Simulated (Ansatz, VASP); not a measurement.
# C: VASP beside Ansatz

The input POSCAR:

```
C
1.0
    2.4562483566      0.0000000000      0.0000000000
    0.0000000000      4.2529223759      0.0000000000
    0.0000000000      0.0000000000      7.1155507243
C
8
Direct
    0.5000000000      0.4166750136      0.7499221622
    0.5000000000      0.9166750136      0.2500778378
    0.5000000000      0.5833249864      0.2500778378
    0.5000000000      0.0833249864      0.7499221622
    0.0000000000      0.9166750136      0.7499221622
    0.0000000000      0.4166750136      0.2500778378
    0.0000000000      0.0833249864      0.2500778378
    0.0000000000      0.5833249864      0.7499221622
```

The input INCAR.step1:

```
SYSTEM = C
  PREC = Accurate
  ENCUT = 520
  ISMEAR = 0
  SIGMA = 0.1
  LREAL = .False.
  LASPH = .True.
  NELM = 80
  NBANDS = 26
  GGA = PE
  ALGO = Normal
  EDIFF = 1E-4
  LWAVE = .True.
  LCHARG = .False.
```

File INCAR.step2:

```
SYSTEM = C
  PREC = Accurate
  ENCUT = 520
  EDIFF = 1E-7
  ISMEAR = 0
  SIGMA = 0.1
  LREAL = .False.
  LASPH = .True.
  NELM = 80
  ALGO = Normal
  ISIF = 2
  LWAVE = .False.
  LCHARG = .True.
  METAGGA = R2SCAN
  LMIXTAU = .True.
  LELF = .True.
  LVHAR = .True.
  NBANDS = 26
  ISTART = 1
```

The input KPOINTS:

```
regular mesh
0
Gamma
  14 8 6
  0 0 0
```

Input for Ansatz:

```yaml
crystal:
  lattice:
    - [2.4562483219, 0.0, 0.0]
    - [0.0, 4.2529223358, 0.0]
    - [0.0, 0.0, 7.1155533152]
  atoms:
    - { symbol: C, position: [0.5, 0.416675013, 0.7499219588] }
    - { symbol: C, position: [0.5, 0.916675013, 0.2500780412] }
    - { symbol: C, position: [0.5, 0.583324987, 0.2500780412] }
    - { symbol: C, position: [0.5, 0.083324987, 0.7499219588] }
    - { symbol: C, position: [0.0, 0.916675013, 0.7499219588] }
    - { symbol: C, position: [0.0, 0.416675013, 0.2500780412] }
    - { symbol: C, position: [0.0, 0.083324987, 0.2500780412] }
    - { symbol: C, position: [0.0, 0.583324987, 0.7499219588] }
basis:
  ecutwfc: 500
kpoints:
  mp_grid: { grid: [14, 8, 6] }
hamiltonian:
  xc: r2scan
scf:
  occupations: { method: gaussian, width: 0.1 }
output:
  forces: true
  stress: true
  eigenvalues: true
```

Alike in both runs: task single point; functional r2SCAN; k mesh 14 × 8 × 6; occupations gaussian, width 0.1 eV; no spin polarisation.

|  | VASP | Ansatz |
| --- | --- | --- |
| version | VASP 6.6.1 | Ansatz 0.2.0 |
| potentials or method | VASP PAW PBE potentials, release 64 (C), cutoff 520 eV | scalar-relativistic, plane waves, PAW |
| valence electrons in the cell | 32 | 32 |

VASP gave:

```
gap on the k mesh at the Fermi level (eV)                     : none
pressure (GPa)                                                : 0.7
traceless stress, the component that is largest in VASP (GPa) : -0.69
rms of the force components (eV/Å)                            : 0.011
```

Task: Which values does Ansatz return?

Result: gap on the k mesh at the Fermi level (eV): none; pressure (GPa): 0.0; traceless stress, the component that is largest in VASP (GPa): 0.05; rms of the force components (eV/Å): 0.011.

VASP's potentials were made for PBE, not for r2SCAN. Atom by atom the forces differ by 0.000 eV/Å (rms over components). A gap of «none» marks a metal or a gap that the smearing closes.
